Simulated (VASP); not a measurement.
Here is a VASP 6.6.1 calculation.

The input INCAR:

```
PREC = Accurate
ENCUT = 520
EDIFF = 1E-7
ISMEAR = -1
SIGMA = 0.05
LREAL = Auto
LASPH = True
NELM = 80
ALGO = Normal
ISIF = 2
LWAVE = False
LCHARG = False
GGA = PE
NBANDS = 53
```

Contents of KPOINTS:

```
Automatic mesh
0
Gamma
  2 2 2
```

POSCAR

```
Si16Ge
1.0
    0.0000000000      5.4300000000      5.4300000000
    5.4300000000      0.0000000000      5.4300000000
    5.4300000000      5.4300000000      0.0000000000
Si Ge
16 1
Direct
    0.0000262177      0.0002039812     -0.0006868588
    0.1241935005      0.1241852898      0.1244168444
    0.0043586024      0.0042890061      0.4954532808
    0.1247902733      0.1247224357      0.6258339826
    0.0046376871      0.4952426348      0.0047707894
    0.1242784558      0.6269102778      0.1245555768
    0.0042922348      0.4959712201      0.4956317060
    0.1362956435      0.6214185861      0.6208385416
    0.4952439946      0.0045640496      0.0047694562
    0.6267013899      0.1243227933      0.1246677099
    0.4960423035      0.0041500406      0.4957754548
    0.6215913357      0.1356294005      0.6211558392
    0.4953589129      0.4954312263      0.0047684229
    0.6200999228      0.6202449903      0.1392525560
    0.4998096698      0.4991310563      0.5028622730
    0.6218657414      0.6218694448      0.6215573212
    0.7495822142      0.7485213667      0.7547860041
```

Potentials or basis: VASP PAW PBE potentials, release 64 (Si, Ge_d).

Launch:

```sh
$ cat potpaw_PBE.64/Si/POTCAR potpaw_PBE.64/Ge_d/POTCAR > POTCAR
$ mpirun -np 1 vasp_std > vasp.out
```

(1) Estimate the pressure.

(2) Estimate the largest force.

## Answers

(1) 6.7 GPa.

(2) 0.089 eV/Å.

Caveat: the k points lie up to 0.50 Å⁻¹ apart.
